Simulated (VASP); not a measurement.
# La (P6_3/mmc) in VASP: electric field gradients with r2SCAN

Aim: the electric field gradients of La with r2SCAN.

Program: VASP 6.6.1. These are calculated values, not measurements. Logs are shortened: lines on timing, memory, paths and dates and some standing lists are left out, and cuts for length are marked.

**1. The cell of the first run**

The structure is hexagonal, space group P6_3/mmc (No. 194). The conventional cell has a = 3.796 Å, b = 3.796 Å, c = 12.041 Å, α = 90.00°, β = 90.00°, γ = 120.00°. La (site symmetry -3m) has 12 La at 3.72 to 3.80 Å within 4.9 Å. Within 4.9 Å of La (site symmetry -6m2) lie 12 La at 3.72 to 3.80 Å.

**2. Electric field gradients, r2SCAN**

Input file POSCAR:

```
La
1.0
    3.7963114957      0.0000000000      0.0000000000
   -1.8981557479      3.2877021960      0.0000000000
    0.0000000000      0.0000000000     12.0412575300
La
4
Direct
    0.0000000000      0.0000000000      0.0000000000
    0.0000000000      0.0000000000      0.5000000000
    0.3333333333      0.6666666667      0.2500000000
    0.6666666667      0.3333333333      0.7500000000
```

Input file INCAR.step1:

```
SYSTEM = La
PREC = Accurate
ENCUT = 520
ISMEAR = -1
SIGMA = 0.03
LREAL = .FALSE.
LASPH = .TRUE.
NELM = 80
NBANDS = 30
GGA = PE
ALGO = Normal
EDIFF = 1E-4
LWAVE = .TRUE.
LCHARG = .FALSE.
```

Input file INCAR.step2:

```
SYSTEM = La
PREC = Accurate
ENCUT = 520
EDIFF = 1E-8
ISMEAR = -1
SIGMA = 0.03
LREAL = .FALSE.
LASPH = .TRUE.
NELM = 80
ALGO = Normal
ISIF = 2
LWAVE = .FALSE.
LCHARG = .FALSE.
METAGGA = R2SCAN
LMIXTAU = .TRUE.
LEFG = .TRUE.
NBANDS = 30
ISTART = 1
```

Input file KPOINTS:

```
Automatic mesh
0
G
  11 11 3
  0 0 0
```

Potentials or basis: VASP PAW PBE potentials, release 64 (La).

The run is started by

```sh
$ cat potpaw_PBE.64/La/POTCAR > POTCAR
$ cp INCAR.step1 INCAR
$ mpirun -np 1 vasp_std > vasp.out
$ cp INCAR.step2 INCAR
$ mpirun -np 1 vasp_std > vasp.out
```

OUTCAR:

```text
SYSTEM = La
   PREC = Accurate
   ENCUT = 520
   EDIFF = 1E-8
   ISMEAR = -1
   LREAL = .FALSE.
   LASPH = .TRUE.
   NELM = 80
   ISIF = 2
   METAGGA = R2SCAN
   ISTART = 1

 ion  position               nearest neighbor table
   1  0.000  0.000  0.000-
   2  0.000  0.000  0.500-
   3  0.333  0.667  0.250-
   4  0.667  0.333  0.750-

  LATTYP: Found a hexagonal cell.
 ALAT       =     3.7963114957
 C/A-ratio  =     3.1718307477

  Lattice vectors:

 A1 = (   3.7963114957,   0.0000000000,   0.0000000000)
 A2 = (  -1.8981557479,   3.2877021960,   0.0000000000)
 A3 = (   0.0000000000,   0.0000000000,  12.0412575300)

Analysis of symmetry for initial positions (statically):
=====================================================================
 Subroutine PRICEL returns:
 Original cell was already a primitive cell.

 Routine SETGRP: Setting up the symmetry group for a
 hexagonal supercell.

 Subroutine GETGRP returns: Found 24 space group operations
 (whereof 12 operations were pure point group operations)
 out of a pool of 24 trial point group operations.

The static configuration has the point symmetry D_3d.
 The point group associated with its full space group is D_6h.

Analysis of symmetry for dynamics (positions and initial velocities):
=====================================================================
 Subroutine PRICEL returns:
 Original cell was already a primitive cell.

 Routine SETGRP: Setting up the symmetry group for a
 hexagonal supercell.

 Subroutine GETGRP returns: Found 24 space group operations
 (whereof 12 operations were pure point group operations)
 out of a pool of 24 trial point group operations.

The dynamic configuration has the point symmetry D_3d.
 The point group associated with its full space group is D_6h.

 Subroutine INISYM returns: Found 24 space group operations
 (whereof 12 operations are pure point group operations),
 and found     1 'primitive' translations

----------------------------------------------------------------------------------------

                                     Primitive cell

  volume of cell :     150.2886

  direct lattice vectors                    reciprocal lattice vectors
     3.796311496  0.000000000  0.000000000     0.263413580  0.152081901  0.000000000
    -1.898155748  3.287702196  0.000000000     0.000000000  0.304163802  0.000000000
     0.000000000  0.000000000 12.041257530     0.000000000  0.000000000  0.083047804

  length of vectors
     3.796311496  3.796311496 12.041257530     0.304163802  0.304163802  0.083047804

  position of ions in fractional coordinates (direct lattice)
     0.000000000  0.000000000  0.000000000
     0.000000000  0.000000000  0.500000000
     0.333333333  0.666666667  0.250000000
     0.666666667  0.333333333  0.750000000

  ion indices of the primitive-cell ions
   primitive index   ion index
                 1           1
                 2           2
                 3           3
                 4           4

----------------------------------------------------------------------------------------

 KPOINTS: Automatic mesh

Automatic generation of k-mesh.
 Grid dimensions read from file:
 generate k-points for:   11   11    3

 Generating k-lattice:

  Cartesian coordinates                     Fractional coordinates (reciprocal lattice)
     0.023946689  0.013825627  0.000000000     0.090909091  0.000000000  0.000000000
     0.000000000  0.027651255  0.000000000     0.000000000  0.090909091  0.000000000
     0.000000000  0.000000000  0.027682601     0.000000000  0.000000000  0.333333333

  Length of vectors
     0.027651255  0.027651255  0.027682601

  Shift w.r.t. Gamma in fractional coordinates (k-lattice)
     0.000000000  0.000000000  0.000000000

 Subroutine IBZKPT returns following result:
 ===========================================

 Found     32 irreducible k-points:

 Following reciprocal coordinates:
            Coordinates               Weight
  0.000000  0.000000  0.000000      1.000000
  0.090909 -0.000000  0.000000      6.000000
  0.181818 -0.000000  0.000000      6.000000
  0.272727 -0.000000  0.000000      6.000000
  0.363636 -0.000000  0.000000      6.000000
  0.454545 -0.000000  0.000000      6.000000
[... 16 lines left out ...]
  0.090909  0.090909  0.333333     12.000000
  0.181818  0.090909  0.333333     24.000000
 [... further k-points ...]
   k-points           NKPTS =     32   k-points in BZ     NKDIM =     32   number of bands    NBANDS=     30
   number of dos      NEDOS =    301   number of ions     NIONS =      4
   total plane-waves  NPLWV =  70560
   dimension x,y,z NGX =    28 NGY =   28 NGZ =   90
   dimension x,y,z NGXF=    56 NGYF=   56 NGZF=  180
   ions per type =               4
   NGX,Y,Z   is equivalent  to a cutoff of  12.26, 12.26, 12.43 a.u.
   NGXF,Y,Z  is equivalent  to a cutoff of  24.52, 24.52, 24.85 a.u.
 SYSTEM =  La
   PREC   = accura    normal or accurate (medium, high low for compatibility)
   ISTART =      1    job   : 0-new  1-cont  2-samecut
   ICHARG =      0    charge: 1-file 2-atom 10-const
   ISPIN  =      1    spin polarized calculation?
   LNONCOLLINEAR =      F non collinear calculations
   LSORBIT =      F    spin-orbit coupling
   LASPH  =      T    aspherical Exc in radial PAW
   ENCUT  =  520.0 eV  38.22 Ry    6.18 a.u.   7.06  7.06 22.39*2*pi/ulx,y,z
   NELM   =     80;   NELMIN=  2; NELMDL=  0     # of ELM steps
   EDIFF  = 0.1E-07   stopping-criterion for ELM
   LREAL  =      F    real-space projection
   EDIFFG = 0.1E-06   stopping-criterion for IOM
   NSW    =      0    number of steps for IOM
   IBRION =     -1    ionic relax: 0-MD 1-quasi-New 2-CG
   NFREE  =      0    steps in history (QN), initial steepest desc. (CG)
   ISIF   =      2    stress and relaxation
   ISYM   =      2    0-nonsym 1-usesym 2-fastsym
   POTIM  = 0.5000    time-step for ionic-motion
   TEBEG  =    0.0;   TEEND  =   0.0 temperature during run
   PSTRESS=    0.0 pullay stress
   NELECT =      44.0000    total number of electrons
   NUPDOWN=      -1.0000    fix difference up-down
   EMIN   =  10.00;   EMAX   =-10.00  energy-range for DOS
   EFERMI =   0.00;   METHOD = LEGACY
   ISMEAR =    -1;   SIGMA  =   0.03  broadening in eV -4-tet -1-fermi 0-gaus
   EFERMI_NEDOS =   21; number of points for ismear=-14 and -15
   IALGO  =     38    algorithm
   IMIX   =      4    mixing-type and parameters
     AMIX     =   0.40;   BMIX     =  1.00
     AMIX_MAG =   1.60;   BMIX_MAG =  1.00
  volume/ion in A,a.u.               =      37.57       253.55
  Fermi-wavevector in a.u.,A,eV,Ry     =   1.087052  2.054231 16.077762  1.181682
  Thomas-Fermi vector in A             =   2.223203
   LORBIT       =      0    0 simple, 1 ext, 2 COOP (PROOUT), +10 PAW based schemes
   METAGGA = R2SCAN    functional components
   LHFCALC =     F    Hartree Fock is set to
   AEXX    =    0.0000 exact exchange contribution
   IVDW    =     0    specifies the selected vdW correction
   LEPSILON=     F    determine dielectric tensor
   LRPA    =     F    only Hartree local field effects (RPA)
 non-spin polarized calculation
  energy-cutoff  :      520.00
  volume of cell :      150.29
 maximum number of plane-waves:      4068
   NGX = 15   NGY = 15   NGZ = 45

 number of electron      43.9999997 magnetization

 Free energy of the ion-electron system (eV)
  ---------------------------------------------------
  ext. energy  EPLUGINS =         0.00000000
  ---------------------------------------------------
  free energy    TOTEN  =      -118.98184157 eV

  energy without entropy =     -118.96582691  energy(sigma->0) =     -118.97383424

 E-fermi :   7.8607     XC(G=0): -10.1641

 val. band max:        7.8422064109   @ k =   0.3636   0.1818   0.0000
 cond. band min:       7.8672746836   @ k =   0.2727   0.1818   0.3333
 fundamental gap:      0.0250682727
 Fermi energy:         7.8606831339

 k-point     1 :       0.0000    0.0000    0.0000
  band No.  band energies     occupation
      1     -26.2351      2.00000
      2     -26.1324      2.00000
      3     -26.1147      2.00000
      4     -26.0081      2.00000
      5     -10.1974      2.00000
      6      -9.5152      2.00000
[... 781 lines left out ...]
     29       9.5697      0.00000
     30       9.6885      0.00000

 [... further k-points ...]

------------------------ aborting loop because EDIFF is reached ----------------------------------------

  FORCE on cell =-STRESS in cart. coord.  units (eV):
  Direction    XX          YY          ZZ          XY          YZ          ZX
  --------------------------------------------------------------------------------------
  -------------------------------------------------------------------------------------
  Total       -0.1405758     -0.1405758      0.0044200      0.0000000      0.0000000     -0.0000000
  in kB       -1.4986321     -1.4986321      0.0471198      0.0000000      0.0000000     -0.0000000
  external PRESSURE =      -0.9833815 kB  Pullay stress =       0.0000000 kB

 VOLUME and BASIS-vectors are now :
 -----------------------------------------------------------------------------
  energy-cutoff  :      520.00
  volume of cell :      150.29
      direct lattice vectors                 reciprocal lattice vectors
     3.796311496  0.000000000  0.000000000     0.263413580  0.152081901  0.000000000
    -1.898155748  3.287702196  0.000000000     0.000000000  0.304163802  0.000000000
     0.000000000  0.000000000 12.041257530     0.000000000  0.000000000  0.083047804

 POSITION                                       TOTAL-FORCE (eV/Angst)
 -----------------------------------------------------------------------------------
      0.00000      0.00000      0.00000        -0.000000      0.000000      0.000000
      0.00000      0.00000      6.02063        -0.000000      0.000000      0.000000
     -0.00000      2.19180      3.01031        -0.000000      0.000000     -0.000000
      1.89816      1.09590      9.03094         0.000000     -0.000000     -0.000000
 -----------------------------------------------------------------------------------
    total drift:                               -0.000000     -0.000000      0.000000

  FREE ENERGIE OF THE ION-ELECTRON SYSTEM (eV)
  ---------------------------------------------------
  free  energy   TOTEN  =      -118.9818415733 eV

  energy  without entropy=     -118.9658269134  energy(sigma->0) =     -118.97383424

 Electric field gradients (V/A^2)
---------------------------------------------------------------------
 ion       V_xx      V_yy      V_zz      V_xy      V_xz      V_yz
---------------------------------------------------------------------
   1     -15.658   -15.658    31.316     0.000     0.000    -0.000
   2     -15.658   -15.658    31.316     0.000    -0.000     0.000
   3     -19.513   -19.513    39.026     0.000     0.000     0.000
   4     -19.513   -19.513    39.026     0.000     0.000     0.000
---------------------------------------------------------------------

 Electric field gradients after diagonalization (V/A^2)
 (convention: |V_zz| > |V_xx| > |V_yy|)
----------------------------------------------------------------------
 ion       V_xx      V_yy      V_zz     asymmetry (V_yy - V_xx)/ V_zz
----------------------------------------------------------------------
   1     -15.658   -15.658    31.316       0.000
   2     -15.658   -15.658    31.316       0.000
   3     -19.514   -19.512    39.026       0.000
   4     -19.514   -19.512    39.026       0.000
----------------------------------------------------------------------

           NMR quadrupolar parameters

 Cq : quadrupolar parameter    Cq=e*Q*V_zz/h
 eta: asymmetry parameters     (V_yy - V_xx)/ V_zz
 Q  : nuclear electric quadrupole moment in mb (millibarn)
----------------------------------------------------------------------
 ion       Cq(MHz)       eta       Q (mb)
----------------------------------------------------------------------
   1       0.076       0.000       1.000
   2       0.076       0.000       1.000
   3       0.094       0.000       1.000
   4       0.094       0.000       1.000
----------------------------------------------------------------------
```

Run time: 9.3 min. Hardware: 1 thread of AMD EPYC 9R45 (Zen 5), shared host; peak memory 0.32 GiB.

Results:

| Quantity | Value |
| --- | --- |
| Free energy | -118.9818 eV |
| Pressure | -0.1 GPa |
| Band gap on the k mesh | zero (bands 22 and 23 overlap by 1.26 eV) |
| Largest electric field gradient by atom | La +31.3, +39.0 (each value once) V/Å² |

Electric field gradients, principal values (V/Å²):
```
atom    least   middle  greatest (by size)
1 La  -15.658  -15.658              31.316
2 La  -15.658  -15.658              31.316
3 La  -19.512  -19.514              39.026
4 La  -19.512  -19.514              39.026
```

Caveat: without QUAD_EFG the Cq values of the log hold for a quadrupole moment of 1 mb, not for the nuclei; the PAW data sets were made with another functional, which shifts forces and pressure a little; spin-orbit coupling is left out, which moves the levels of the heavy elements.

The gap in the log of VASP goes by the Fermi energy; the results here count the filled bands.